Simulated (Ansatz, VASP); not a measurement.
# TlGaPtC6N6: VASP beside Ansatz

```
CELL_PARAMETERS angstrom
0.00000 5.07200 5.07200
5.07200 0.00000 5.07200
5.07200 5.07200 0.00000
ATOMIC_POSITIONS crystal
Tl 0.75000 0.75000 0.75000
Ga 0.50000 0.50000 0.50000
Pt 0.00000 0.00000 0.00000
C 0.81102 0.18898 0.18898
C 0.18898 0.18898 0.81102
C 0.81102 0.18898 0.81102
C 0.18898 0.81102 0.81102
C 0.81102 0.81102 0.18898
C 0.18898 0.81102 0.18898
N 0.69568 0.30432 0.30432
N 0.30432 0.30432 0.69568
N 0.69568 0.30432 0.69568
N 0.30432 0.69568 0.69568
N 0.69568 0.69568 0.30432
N 0.30432 0.69568 0.30432
```

Alike in both runs: task single point; functional PBE; k mesh 4 × 4 × 4; occupations gaussian, width 0.1 eV; collinear spin.

|  | VASP | Ansatz |
| --- | --- | --- |
| version | VASP 6.6.1 | Ansatz 0.2.0 |
| potentials or method | VASP PAW PBE potentials, release 64 (Tl_d, Ga_d, Pt, C, N), cutoff 520 eV | scalar-relativistic, plane waves, PAW |
| valence electrons in the cell | 90 | 98 |

Ansatz gave:

```
gap on the k mesh at the Fermi level (eV) : none
pressure (GPa)                            : 9.0
rms of the force components (eV/Å)        : 0.860
net moment per atom (μB)                  : 0.00
```

Problem. What did VASP give for the same quantities?

Solution. gap on the k mesh at the Fermi level (eV): none; pressure (GPa): 9.3; rms of the force components (eV/Å): 0.720; net moment per atom (μB): 0.00.

Atom by atom the forces differ by 0.189 eV/Å (rms over components). A gap of «none» marks a metal or a gap that the smearing closes. With one functional, cell and mesh, what is left measures potentials, basis and numerics. VASP's potentials hold 90 valence electrons a cell and Ansatz's 98, so a difference there can come from the potentials and not from the codes. Ansatz's warnings: seeded moment not kept.

Spin-orbit coupling is off throughout. Noted on VASP's run: the standard files for N, O and F lose accuracy on very short bonds.
